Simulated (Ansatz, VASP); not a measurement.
# Two plane-wave programs on KBr

File POSCAR:

```
KBr
1.0
    0.0000000000      3.2925000000      3.2925000000
    3.2925000000      0.0000000000      3.2925000000
    3.2925000000      3.2925000000      0.0000000000
K Br
1 1
Direct
    0.0000000000      0.0000000000      0.0000000000
    0.6073814398      0.5000000000      0.5000000000
```

INCAR.step1

```
ALGO = Normal
EDIFF = 1E-4
ENCUT = 520
GGA = PE
ISMEAR = 0
LASPH = True
LCHARG = False
LREAL = False
LWAVE = True
NBANDS = 15
NELM = 80
PREC = Accurate
SIGMA = 0.05
```

File INCAR.step2:

```
ALGO = Normal
EDIFF = 1E-7
ENCUT = 520
ISIF = 2
ISMEAR = 0
ISTART = 1
LASPH = True
LCHARG = False
LMIXTAU = True
LREAL = False
LWAVE = False
METAGGA = R2SCAN
NBANDS = 15
NELM = 80
PREC = Accurate
SIGMA = 0.05
```

File KPOINTS:

```
k-points
0
Gamma
  6 6 6
```

Input for Ansatz:

```yaml
crystal:
  lattice:
    - [0.0, 3.2925, 3.2925]
    - [3.2925, 0.0, 3.2925]
    - [3.2925, 3.2925, 0.0]
  atoms:
    - { symbol: K, position: [0.0, 0.0, 0.0] }
    - { symbol: Br, position: [0.6073814398, 0.5, 0.5] }
basis:
  ecutwfc: 500
kpoints:
  mp_grid: { grid: [6, 6, 6] }
hamiltonian:
  xc: r2scan
scf:
  occupations: { method: gaussian, width: 0.05 }
output:
  forces: true
  stress: true
  eigenvalues: true
```

Change from the starting cell: all Br atoms moved -0.500 Å, as atom 2 towards its neighbour atom 2 (Br) at 4.656 Å.

Alike in both runs: task single point; functional r2SCAN; k mesh 6 × 6 × 6; occupations gaussian, width 0.05 eV; no spin polarisation.

|  | VASP | Ansatz |
| --- | --- | --- |
| version | VASP 6.6.1 | Ansatz 0.2.0 |
| potentials or method | VASP PAW PBE potentials, release 64 (K_sv, Br), cutoff 520 eV | scalar-relativistic, plane waves, PAW |
| valence electrons in the cell | 16 | 16 |

VASP gave:

| Property | Result |
| --- | --- |
| gap on the k mesh at the Fermi level (eV) | 5.15 |
| least direct gap on the mesh (eV) | 5.15 |
| pressure (GPa) | 1.7 |
| traceless stress, the component that is largest in VASP (GPa) | -1.91 |
| rms of the force components (eV/Å) | 0.461 |

**Question.** What did Ansatz give for the same quantities?

**Answer.** gap on the k mesh at the Fermi level (eV): 5.15; least direct gap on the mesh (eV): 5.15; pressure (GPa): 1.7; traceless stress, the component that is largest in VASP (GPa): -1.88; rms of the force components (eV/Å): 0.455.

VASP's potentials were made for PBE, not for r2SCAN. Atom by atom the forces differ by 0.006 eV/Å (rms over components).
